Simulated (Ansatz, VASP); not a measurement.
## One calculation of LiCl, two programs

File INCAR:

```
SYSTEM = LiCl
PREC     = Accurate       ! precision mode
ENCUT    = 520            ! plane-wave cutoff, eV
EDIFF    = 1E-6           ! SCF threshold, eV
ISMEAR   = 0              ! smearing method
SIGMA    = 0.05           ! smearing width, eV
LREAL    = .False.        ! projectors in reciprocal space
LASPH    = .True.         ! aspherical terms in the spheres
NELM     = 80             ! most SCF steps
ALGO     = Normal         ! electronic algorithm
ISIF     = 2              ! what is computed and relaxed
LWAVE    = .False.        ! write WAVECAR
LCHARG   = .False.        ! write CHGCAR
GGA      = PS             ! functional
NBANDS   = 12             ! bands
```

Contents of KPOINTS:

```
Automatic mesh
0
Gamma
  8 8 8
  0 0 0
```

File POSCAR:

```
LiCl
1.0
    0.0000000000      2.5134648000      2.5647600000
    2.5134648000      0.0000000000      2.5647600000
    2.5134648000      2.5134648000      0.0000000000
Li Cl
1 1
Direct
    0.0000000000      0.0000000000      0.0000000000
    0.5000000000      0.5000000000      0.5000000000
```

Input for Ansatz:

```yaml
crystal:
  lattice:
    - [0.0, 2.5134648, 2.56476]
    - [2.5134648, 0.0, 2.56476]
    - [2.5134648, 2.5134648, 0.0]
  atoms:
    - { symbol: Li, position: [0.0, 0.0, 0.0] }
    - { symbol: Cl, position: [0.5, 0.5, 0.5] }
basis:
  ecutwfc: 420
kpoints:
  mp_grid: { grid: [8, 8, 8] }
hamiltonian:
  xc: pbesol
scf:
  occupations: { method: gaussian, width: 0.05 }
output:
  forces: true
  stress: true
  eigenvalues: true
```

Change from the starting cell: strain -0.0200 x Voigt [1, 1, 0, 0, 0, 0], atoms carried along.

Alike in both runs: task single point; functional PBEsol; k mesh 8 × 8 × 8; occupations gaussian, width 0.05 eV; no spin polarisation.

```csv
,VASP,Ansatz
version,VASP 6.6.1,Ansatz 0.2.0
potentials or method,"VASP PAW PBE potentials, release 64 (Li_sv, Cl), cutoff 520 eV","scalar-relativistic, plane waves, PAW"
valence electrons in the cell,10,10
```

Ansatz gave:

| Property | Result |
| --- | --- |
| gap on the k mesh at the Fermi level (eV) | 6.33 |
| least direct gap on the mesh (eV) | 6.33 |

Estimate VASP's values.

gap on the k mesh at the Fermi level (eV): 6.34; least direct gap on the mesh (eV): 6.34.

VASP's potentials were made for PBE, not for PBEsol. The functional is the same, so the differences come from potentials, cutoffs and numerics.

Noted on VASP's run: the cutoff is short for stress, so the pressure is rough.
